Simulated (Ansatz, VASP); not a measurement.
Pt3PbC: VASP beside Ansatz

INCAR

```
SYSTEM = Pt3PbC
ALGO = Normal
EDIFF = 1E-6
ENCUT = 600
GGA = PE
GGA_COMPAT = .FALSE.
ISIF = 2
ISMEAR = 1
LASPH = .TRUE.
LCHARG = .TRUE.
LELF = .TRUE.
LREAL = .FALSE.
LVHAR = .TRUE.
LWAVE = .FALSE.
NBANDS = 32
NELM = 120
PREC = Accurate
SIGMA = 0.05
```

KPOINTS

```
k-points
0
G
  6 6 6
  0 0 0
```

POSCAR

```
Pt3PbC
1.0
    4.3480430000      0.0000000000      0.0000000000
    0.0000000000      4.3480430000      0.0000000000
    0.0000000000      0.0000000000      4.3480430000
Pt Pb C
3 1 1
Direct
    0.0000000000      0.5000000000      0.5000000000
    0.5000000000      0.0000000000      0.5000000000
    0.5000000000      0.5000000000      0.0000000000
    0.0000000000      0.0000000000      0.0000000000
    0.5000000000      0.5000000000      0.5000000000
```

Input for Ansatz:

```yaml
crystal:
  lattice:
    bravais: cubic
    a: 4.348043
  space_group: 221
  atoms:
    - { symbol: Pt, position: [0.0, 0.5, 0.5] }
    - { symbol: Pb, position: [0.0, 0.0, 0.0] }
    - { symbol: C, position: [0.5, 0.5, 0.5] }
basis:
  ecutwfc: 420.0
kpoints:
  mp_grid:
    grid: [6, 6, 6]
hamiltonian:
  xc: pbe
scf:
  occupations:
    method: cold
    width: 0.05
output:
  stress: true
```

Alike in both runs: task single point; functional PBE; k mesh 6 × 6 × 6; no spin polarisation.

```csv
,VASP,Ansatz
version,VASP 6.6.1,Ansatz 0.2.0
potentials or method,"VASP PAW PBE potentials, release 64 (Pt, Pb_d, C), cutoff 600 eV","plane waves, PAW"
occupations,"methfessel-paxton of order 1, width 0.05 eV","cold, width 0.05 eV"
valence electrons in the cell,48,72
```

|  | VASP | Ansatz | Ansatz less VASP |
| --- | --- | --- | --- |
| pressure (GPa) | -0.6 | -0.5 | +0.11 |

VASP's potentials hold 48 valence electrons a cell and Ansatz's 72, so a difference there can come from the potentials and not from the codes.

Spin-orbit coupling is off throughout.
